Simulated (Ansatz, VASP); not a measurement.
**KF: VASP beside Ansatz**

Contents of INCAR:

```
PREC = Accurate ; ENCUT = 520
EDIFF = 1E-7 ; ISMEAR = 0
SIGMA = 0.05 ; LREAL = F
LASPH = T ; NELM = 100
ALGO = Normal ; ISIF = 2
LWAVE = F ; LCHARG = F
GGA = PE ; NBANDS = 15
```

The input KPOINTS:

```
regular mesh
0
Gamma
  8 8 8
```

POSCAR

```
KF
1.0
   -0.0296359873      2.7662118693      2.7662118693
    2.7662118693     -0.0296359873      2.7662118693
    2.7662118693      2.7662118693     -0.0296359873
K F
1 1
Direct
    0.0000000000      0.0000000000      0.0000000000
    0.5000000000      0.5000000000      0.5000000000
```

Input for Ansatz:

```yaml
crystal:
  lattice:
    - [-0.0296359873, 2.7662118693, 2.7662118693]
    - [2.7662118693, -0.0296359873, 2.7662118693]
    - [2.7662118693, 2.7662118693, -0.0296359873]
  atoms:
    - { symbol: K, position: [0.0, 0.0, 0.0] }
    - { symbol: F, position: [0.5, 0.5, 0.5] }
basis:
  ecutwfc: 520.0
kpoints:
  mp_grid: { grid: [8, 8, 8] }
hamiltonian:
  xc: pbe
scf:
  occupations: { method: gaussian, width: 0.05 }
output:
  forces: true
  stress: true
  eigenvalues: true
```

Alike in both runs: task single point; functional PBE; k mesh 8 × 8 × 8; occupations gaussian, width 0.05 eV; no spin polarisation.

|  | VASP | Ansatz |
| --- | --- | --- |
| version | VASP 6.6.1 | Ansatz 0.2.0 |
| potentials or method | VASP PAW PBE potentials, release 64 (K_sv, F), cutoff 520 eV | scalar-relativistic, plane waves, PAW |
| valence electrons in the cell | 16 | 16 |

|  | VASP | Ansatz | Ansatz less VASP |
| --- | --- | --- | --- |
| gap on the k mesh at the Fermi level (eV) | 5.57 | 5.58 | +0.013 |
| least direct gap on the mesh (eV) | 5.57 | 5.58 | +0.013 |
| pressure (GPa) | -1.9 | -1.9 | +0.03 |
| traceless stress, the component that is largest in VASP (GPa) | 0.14 | 0.15 | +0.001 |

With one functional, cell and mesh, what is left measures potentials, basis and numerics.
